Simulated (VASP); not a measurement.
# ZnCd3Se3S (R3m) in VASP: relaxation of cell and atoms with PBE

Aim: the relaxation of cell and atoms of ZnCd3Se3S with PBE.

All numbers are computed with VASP 6.6.1; they aren't measurements. Logs are shortened: lines on timing, memory, paths and dates and some standing lists are left out, and cuts for length are marked.

## 1. The cell of the first run

The structure is trigonal, space group R3m (No. 160). The conventional cell has a = 8.511 Å, b = 8.511 Å, c = 10.376 Å, α = 90.00°, β = 90.00°, γ = 120.00°. Within 3.2 Å of Zn (site symmetry 3m) lie 1 S at 2.39 Å and 3 Se at 2.50 Å. Within 3.4 Å of Cd (site symmetry m) lie 1 S at 2.59 Å and 3 Se at 2.66 to 2.67 Å. Within 3.3 Å of Se (site symmetry m) lie 1 Zn at 2.50 Å and 3 Cd at 2.66 to 2.67 Å. Within 3.2 Å of S (site symmetry 3m) lie 1 Zn at 2.39 Å and 3 Cd at 2.59 Å.

## 2. Relaxation of cell and atoms, PBE

Input file INCAR:

```
ALGO = Normal
EDIFF = 1E-6
EDIFFG = -0.001
ENCUT = 600
GGA = PE
IBRION = 2
ISIF = 3
ISMEAR = 0
LASPH = True
LCHARG = False
LREAL = False
LWAVE = False
NELM = 80
NSW = 80
PREC = Accurate
SIGMA = 0.01
```

Input file KPOINTS:

```
k-points
0
Gamma
  6 6 6
```

Input file POSCAR:

```
ZnCd3Se3S
1.0
    4.2556492696      2.4570002514      3.4586335721
   -4.2556492696      2.4570002514      3.4586335721
    0.0000000000     -4.9140005027      3.4586335721
Zn Cd Se S
1 3 3 1
Direct
    0.9919249944      0.9919249944      0.9919249944
    0.5064592031      0.9960357053      0.5064592031
    0.9960357053      0.5064592031      0.5064592031
    0.5064592031      0.5064592031      0.9960357053
    0.2374936694      0.7624224457      0.2374936694
    0.7624224457      0.2374936694      0.2374936694
    0.2374936694      0.2374936694      0.7624224457
    0.7617311096      0.7617311096      0.7617311096
```

Potentials or basis: VASP PAW PBE potentials, release 64 (Zn, Cd, Se, S).

Run with:

```console
$ cat potpaw_PBE.64/Zn/POTCAR potpaw_PBE.64/Cd/POTCAR potpaw_PBE.64/Se/POTCAR potpaw_PBE.64/S/POTCAR > POTCAR
$ mpirun -np 1 vasp_std > vasp.out
```

OUTCAR:

```text
EDIFF = 1E-6
   EDIFFG = -0.001
   ENCUT = 600
   GGA = PE
   IBRION = 2
   ISIF = 3
   ISMEAR = 0
   LASPH = True
   LREAL = False
   NELM = 80
   NSW = 80
   PREC = Accurate

 ion  position               nearest neighbor table
   1  0.992  0.992  0.992-   8 2.39   6 2.50   5 2.50   7 2.50
   2  0.506  0.996  0.506-   8 2.59   7 2.66   6 2.66   5 2.67
   3  0.996  0.506  0.506-   8 2.59   7 2.66   5 2.66   6 2.67
   4  0.506  0.506  0.996-   8 2.59   6 2.66   5 2.66   7 2.67
   5  0.237  0.762  0.237-   1 2.50   4 2.66   3 2.66   2 2.67
   6  0.762  0.237  0.237-   1 2.50   4 2.66   2 2.66   3 2.67
   7  0.237  0.237  0.762-   1 2.50   2 2.66   3 2.66   4 2.67
   8  0.762  0.762  0.762-   1 2.39   2 2.59   3 2.59   4 2.59

  LATTYP: Found a trigonal (rhomboedric) cell.
 ALAT       =     6.0091219930
 COS(alpha) =    -0.0030893294

  Lattice vectors:

 A1 = (   4.2556492696,   2.4570002514,   3.4586335721)
 A2 = (  -4.2556492696,   2.4570002514,   3.4586335721)
 A3 = (   0.0000000000,  -4.9140005027,   3.4586335721)

Analysis of symmetry for initial positions (statically):
=====================================================================
 Subroutine PRICEL returns:
 Original cell was already a primitive cell.

 Routine SETGRP: Setting up the symmetry group for a
 trigonal (rhombohedral) supercell.

 Subroutine GETGRP returns: Found  6 space group operations
 (whereof  6 operations were pure point group operations)
 out of a pool of 12 trial point group operations.

The static configuration has the point symmetry C_3v.

Analysis of symmetry for dynamics (positions and initial velocities):
=====================================================================
 Subroutine PRICEL returns:
 Original cell was already a primitive cell.

 Routine SETGRP: Setting up the symmetry group for a
 trigonal (rhombohedral) supercell.

 Subroutine GETGRP returns: Found  6 space group operations
 (whereof  6 operations were pure point group operations)
 out of a pool of 12 trial point group operations.

The dynamic configuration has the point symmetry C_3v.

 Subroutine INISYM returns: Found  6 space group operations
 (whereof  6 operations are pure point group operations),
 and found     1 'primitive' translations

----------------------------------------------------------------------------------------

                                     Primitive cell

  volume of cell :     216.9836

  direct lattice vectors                    reciprocal lattice vectors
     4.255649270  2.457000251  3.458633572     0.117490885  0.067833394  0.096377175
    -4.255649270  2.457000251  3.458633572    -0.117490885  0.067833394  0.096377175
     0.000000000 -4.914000503  3.458633572     0.000000000 -0.135666788  0.096377175

  length of vectors
     6.009121993  6.009121993  6.009121993     0.166415256  0.166415256  0.166415256

  position of ions in fractional coordinates (direct lattice)
     0.991924994  0.991924994  0.991924994
     0.506459203  0.996035705  0.506459203
     0.996035705  0.506459203  0.506459203
     0.506459203  0.506459203  0.996035705
     0.237493669  0.762422446  0.237493669
     0.762422446  0.237493669  0.237493669
     0.237493669  0.237493669  0.762422446
     0.761731110  0.761731110  0.761731110

  ion indices of the primitive-cell ions
   primitive index   ion index
                 1           1
                 2           2
                 3           3
                 4           4
                 5           5
                 6           6
                 7           7
                 8           8

----------------------------------------------------------------------------------------

 KPOINTS: k-points

Automatic generation of k-mesh.
 Grid dimensions read from file:
 generate k-points for:    6    6    6

 Generating k-lattice:

  Cartesian coordinates                     Fractional coordinates (reciprocal lattice)
     0.019581814  0.011305566  0.016062863     0.166666667  0.000000000 -0.000000000
    -0.019581814  0.011305566  0.016062863     0.000000000  0.166666667 -0.000000000
     0.000000000 -0.022611131  0.016062863    -0.000000000 -0.000000000  0.166666667

  Length of vectors
     0.027735876  0.027735876  0.027735876

  Shift w.r.t. Gamma in fractional coordinates (k-lattice)
     0.000000000  0.000000000  0.000000000

 Subroutine IBZKPT returns following result:
 ===========================================

 Found     32 irreducible k-points:

 Following reciprocal coordinates:
            Coordinates               Weight
  0.000000  0.000000  0.000000      1.000000
  0.166667  0.000000 -0.000000      6.000000
  0.333333 -0.000000  0.000000      6.000000
  0.500000 -0.000000 -0.000000      3.000000
  0.166667  0.166667 -0.000000      6.000000
  0.333333  0.166667  0.000000     12.000000
[... 16 lines left out ...]
  0.500000  0.500000  0.166667      6.000000
 -0.333333  0.500000  0.166667     12.000000
 [... further k-points ...]
   k-points           NKPTS =     32   k-points in BZ     NKDIM =     32   number of bands    NBANDS=     43
   number of dos      NEDOS =    301   number of ions     NIONS =      8
   total plane-waves  NPLWV = 110592
   dimension x,y,z NGX =    48 NGY =   48 NGZ =   48
   dimension x,y,z NGXF=    96 NGYF=   96 NGZF=   96
   ions per type =               1   3   3   1
   NGX,Y,Z   is equivalent  to a cutoff of  13.28, 13.28, 13.28 a.u.
   NGXF,Y,Z  is equivalent  to a cutoff of  26.56, 26.56, 26.56 a.u.
 SYSTEM =  unknown system
   PREC   = accura    normal or accurate (medium, high low for compatibility)
   ISTART =      0    job   : 0-new  1-cont  2-samecut
   ICHARG =      2    charge: 1-file 2-atom 10-const
   ISPIN  =      1    spin polarized calculation?
   LNONCOLLINEAR =      F non collinear calculations
   LSORBIT =      F    spin-orbit coupling
   LASPH  =      T    aspherical Exc in radial PAW
   ENCUT  =  600.0 eV  44.10 Ry    6.64 a.u.  12.00 12.00 12.00*2*pi/ulx,y,z
   NELM   =     80;   NELMIN=  2; NELMDL= -5     # of ELM steps
   EDIFF  = 0.1E-05   stopping-criterion for ELM
   LREAL  =      F    real-space projection
   EDIFFG = -.1E-02   stopping-criterion for IOM
   NSW    =     80    number of steps for IOM
   IBRION =      2    ionic relax: 0-MD 1-quasi-New 2-CG
   NFREE  =      1    steps in history (QN), initial steepest desc. (CG)
   ISIF   =      3    stress and relaxation
   ISYM   =      2    0-nonsym 1-usesym 2-fastsym
   POTIM  = 0.5000    time-step for ionic-motion
   TEBEG  =    0.0;   TEEND  =   0.0 temperature during run
   PSTRESS=    0.0 pullay stress
   NELECT =      72.0000    total number of electrons
   NUPDOWN=      -1.0000    fix difference up-down
   EMIN   =  10.00;   EMAX   =-10.00  energy-range for DOS
   EFERMI =   0.00;   METHOD = LEGACY
   ISMEAR =     0;   SIGMA  =   0.01  broadening in eV -4-tet -1-fermi 0-gaus
   EFERMI_NEDOS =   21; number of points for ismear=-14 and -15
   IALGO  =     38    algorithm
   IMIX   =      4    mixing-type and parameters
     AMIX     =   0.40;   BMIX     =  1.00
     AMIX_MAG =   1.60;   BMIX_MAG =  1.00
  volume/ion in A,a.u.               =      27.12       183.03
  Fermi-wavevector in a.u.,A,eV,Ry     =   1.133383  2.141783 17.477461  1.284557
  Thomas-Fermi vector in A             =   2.270086
   LORBIT       =      0    0 simple, 1 ext, 2 COOP (PROOUT), +10 PAW based schemes
   GGA     = PE    functional components
   LHFCALC =     F    Hartree Fock is set to
   AEXX    =    0.0000 exact exchange contribution
   IVDW    =     0    specifies the selected vdW correction
   LEPSILON=     F    determine dielectric tensor
   LRPA    =     F    only Hartree local field effects (RPA)
 conjugate gradient relaxation of ions
 non-spin polarized calculation
 Gauss-broadening in eV      SIGMA  =   0.01
  energy-cutoff  :      600.00
  volume of cell :      216.98
 maximum number of plane-waves:      7261
   NGX = 25   NGY = 25   NGZ = 25

--------------------------------------- Ionic step        1  -------------------------------------------

 number of electron      71.9999997 magnetization

 Free energy of the ion-electron system (eV)
  ---------------------------------------------------
  ext. energy  EPLUGINS =         0.00000000
  ---------------------------------------------------
  free energy    TOTEN  =       -23.11146199 eV

  energy without entropy =      -23.11146199  energy(sigma->0) =      -23.11146199

------------------------ aborting loop because EDIFF is reached ----------------------------------------

  FORCE on cell =-STRESS in cart. coord.  units (eV):
  Direction    XX          YY          ZZ          XY          YZ          ZX
  --------------------------------------------------------------------------------------
  -------------------------------------------------------------------------------------
  Total        0.2898703      0.2898703      0.2956230      0.0000000      0.0000000     -0.0000000
  in kB        2.1403634      2.1403634      2.1828406      0.0000000      0.0000000     -0.0000000
  external PRESSURE =       2.1545225 kB  Pullay stress =       0.0000000 kB
[... 107 lines left out ...]
  FREE ENERGIE OF THE ION-ELECTRON SYSTEM (eV)
  ---------------------------------------------------
  free  energy   TOTEN  =       -23.1120789819 eV

  energy  without entropy=      -23.1120789819  energy(sigma->0) =      -23.11207898

[... ionic steps 4 to 19 ...]

--------------------------------------- Ionic step       20  -------------------------------------------

 number of electron      72.0000001 magnetization

------------------------ aborting loop because EDIFF is reached ----------------------------------------

  FORCE on cell =-STRESS in cart. coord.  units (eV):
  Direction    XX          YY          ZZ          XY          YZ          ZX
  --------------------------------------------------------------------------------------
  -------------------------------------------------------------------------------------
  Total       -0.0100103     -0.0100103     -0.0109106      0.0000000     -0.0000000     -0.0000000
  in kB       -0.0735967     -0.0735967     -0.0802159      0.0000000     -0.0000000     -0.0000000
  external PRESSURE =      -0.0758031 kB  Pullay stress =       0.0000000 kB
[... 69 lines left out ...]
  energy  without entropy=      -23.1121005272  energy(sigma->0) =      -23.11210053

--------------------------------------- Ionic step       22  -------------------------------------------

 number of electron      72.0000001 magnetization

 Free energy of the ion-electron system (eV)
  ---------------------------------------------------
  ext. energy  EPLUGINS =         0.00000000
  ---------------------------------------------------
  free energy    TOTEN  =       -23.11210069 eV

  energy without entropy =      -23.11210069  energy(sigma->0) =      -23.11210069

 E-fermi :   0.9178     XC(G=0):  -8.8341

 val. band max:        0.8194839663   @ k =   0.0000   0.0000   0.0000
 cond. band min:       1.5099964126   @ k =   0.0000   0.0000   0.0000
 fundamental gap:      0.6905124464
 Fermi energy:         0.9177776800

 k-point     1 :       0.0000    0.0000    0.0000
  band No.  band energies     occupation
      1     -11.6251      2.00000
      2     -11.0392      2.00000
      3     -11.0392      2.00000
      4     -11.0255      2.00000
      5      -6.9019      2.00000
      6      -6.9019      2.00000
[... 1093 lines left out ...]
     42       6.3799      0.00000
     43       6.6557      0.00000

 [... further k-points ...]

------------------------ aborting loop because EDIFF is reached ----------------------------------------

  FORCE on cell =-STRESS in cart. coord.  units (eV):
  Direction    XX          YY          ZZ          XY          YZ          ZX
  --------------------------------------------------------------------------------------
  -------------------------------------------------------------------------------------
  Total        0.0001871      0.0001871     -0.0019018      0.0000000     -0.0000000     -0.0000000
  in kB        0.0013754      0.0013754     -0.0139837      0.0000000     -0.0000000     -0.0000000
  external PRESSURE =      -0.0037443 kB  Pullay stress =       0.0000000 kB
[... 23 lines left out ...]
  FREE ENERGIE OF THE ION-ELECTRON SYSTEM (eV)
  ---------------------------------------------------
  free  energy   TOTEN  =       -23.1121006895 eV

  energy  without entropy=      -23.1121006895  energy(sigma->0) =      -23.11210069

 reached required accuracy - stopping structural energy minimisation
```

Run time: 50 min. Hardware: 1 thread of AMD EPYC 9755, shared host; peak memory 0.55 GiB.

What came out:

```
Free energy                           : -23.1121 eV
Relaxed volume                        : 27.24 Å³/atom
Relaxed cell                          : a = 6.018 Å, b = 6.018 Å, c = 6.018 Å, α = 90.17°, β = 90.17°, γ = 90.17°
Space group after relaxing (to 0.1 Å) : R3m (No. 160)
Energy gained by relaxing             : 0.1 meV/atom
Ionic steps                           : 22
Pressure after relaxing               : 0.0 GPa
Band gap on the k mesh                : 0.69 eV
```

The path:
```
step  energy change (eV)  largest force (eV/Å)  pressure (GPa)  volume (Å³)
   1              0.0000                0.0153            0.22       216.98
   2             -0.0006                0.0075           -0.05       218.13
   3             -0.0006                0.0089            0.00       217.91
   4             -0.0006                0.0085           -0.01       217.93
   5             -0.0006                0.0049           -0.01       217.92
   6             -0.0006                0.0023           -0.01       217.91
   7             -0.0006                0.0023            0.00       217.91
   8             -0.0006                0.0019            0.00       217.91
   9             -0.0006                0.0013            0.00       217.89
  10             -0.0006                0.0013            0.00       217.88
  11             -0.0006                0.0011            0.01       217.89
  12             -0.0006                0.0010            0.00       217.90
  13             -0.0006                0.0011            0.00       217.91
  14             -0.0006                0.0005            0.00       217.92
  15             -0.0006                0.0021           -0.02       217.95
  16             -0.0006                0.0015            0.00       217.93
  17             -0.0006                0.0011           -0.01       217.92
  18             -0.0006                0.0011           -0.01       217.92
  19             -0.0006                0.0010           -0.01       217.92
  20             -0.0006                0.0004           -0.01       217.92
  21             -0.0006                0.0011           -0.01       217.92
  22             -0.0006                0.0005            0.00       217.90
```

Final structure:
```xyz
8
Lattice="4.2615 2.4604 3.4636 -4.2615 2.4604 3.4636 0.0000 -4.9208 3.4636" Properties=species:S:1:pos:R:3 pbc="T T T"
Zn    0.0000    0.0000   10.3058
Cd   -2.0871    1.2050    6.9586
Cd    2.0871    1.2050    6.9586
Cd    0.0000   -2.4100    6.9586
Se   -2.2385    1.2924    4.2856
Se    2.2385    1.2924    4.2856
Se    0.0000   -2.5848    4.2856
S     0.0000    0.0000    7.9160
```

Levels at points of the mesh, in eV from the valence-band top:
```tsv
k point	band 33	band 34	band 35	band 36	band 37	band 38	band 39	band 40
(0.00, 0.00, 0.00)	-1.65	-0.04	-0.04	0.00	0.69	3.18	3.18	3.49
(0.50, 0.00, 0.00)	-1.20	-1.07	-0.90	-0.74	3.20	3.37	4.27	4.35
(0.50, 0.50, 0.00)	-0.98	-0.88	-0.71	-0.44	3.44	3.82	3.92	3.92
(0.50, 0.50, 0.50)	-0.73	-0.61	-0.45	-0.45	2.28	2.43	2.53	2.53
```

Caveat: semilocal functionals underestimate gaps, and a narrow one can read as zero.
